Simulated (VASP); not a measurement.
Zn, 2 atoms in the cell. The structure is cubic, space group Fd-3m (No. 227). The conventional cell has a = 5.397 Å, b = 5.397 Å, c = 5.397 Å, α = 90.00°, β = 90.00°, γ = 90.00°. Zn (site symmetry -43m) has 4 Zn at 2.34 Å within 3.1 Å.  This cell differs from its parent crystal: volume scaled by 0.92.

* Program: VASP 6.6.1
* Task: single point
* Functional: LDA
* Potentials or basis: VASP PAW LDA potentials, release 64 (Zn)
* Cutoff: 520 eV
* k mesh: 11 × 11 × 11
* Occupations: fermi-dirac, width 0.1 eV
* Spin: no spin polarisation
* Dipole correction: no
* Further INCAR settings: ALGO = Normal; EDIFF = 1e-07; NBANDS = 19

Potentials or basis: VASP PAW LDA potentials, release 64 (Zn).

Launch:

```sh
$ cat potpaw_LDA.64/Zn/POTCAR > POTCAR
$ mpirun -np 1 vasp_std > vasp.out
```

Hardware: 1 thread of Intel(R) Xeon(R) Platinum 8259CL CPU @ 2.50GHz (Skylake/Cascade Lake), on a shared host.

Question: Estimate the wall time of this run.

Answer: It took 30 s on 1 thread of Intel(R) Xeon(R) Platinum 8259CL CPU @ 2.50GHz (Skylake/Cascade Lake), on a shared host, peak memory 0.15 GiB. Counts: scf iterations 12, k points 56.
